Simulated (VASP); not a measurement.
**SiC: single point with PBE**

The system is SiC.

```
CELL_PARAMETERS angstrom
0.00000 1.74814 1.74814
1.74814 0.00000 1.74814
1.74814 1.74814 0.00000
ATOMIC_POSITIONS crystal
C 0.00000 0.00000 0.00000
Si 0.50000 0.50000 0.50000
```

This cell differs from its parent crystal: volume scaled by 0.640.

```json
{
 "Program": "VASP 6.6.1",
 "Task": "single point",
 "Functional": "PBE",
 "Potentials or basis": "VASP PAW PBE potentials, release 64 (C, Si)",
 "Cutoff": "520 eV",
 "k mesh": "22 × 22 × 22",
 "Occupations": "gaussian, width 0.05 eV",
 "Spin": "no spin polarisation",
 "Dipole correction": "no",
 "Further INCAR settings": "ALGO = Normal; EDIFF = 1e-06; NBANDS = 11"
}
```

```yaml
Pressure: 280.0 GPa
Band_gap_on_the_k_mesh: 0.04 eV, indirect (least direct gap 6.33 eV)
```

Levels at points of the mesh, in eV from the valence-band top:
```csv
k point,band 2,band 3,band 4,band 5,band 6,band 7
"(0.00, 0.00, 0.00)",0.00,0.00,0.00,8.95,8.95,8.95
"(0.50, 0.00, 0.00)",-15.69,-2.58,-2.58,7.74,7.74,8.87
"(0.50, 0.50, 0.00)",-14.09,-6.29,-6.29,0.04,2.76,21.70
```

Run time: 20 s on 1 thread of Intel Xeon 6975P-C, with other jobs on the host, peak memory 0.15 GiB.

 A k mesh can miss the band edges.
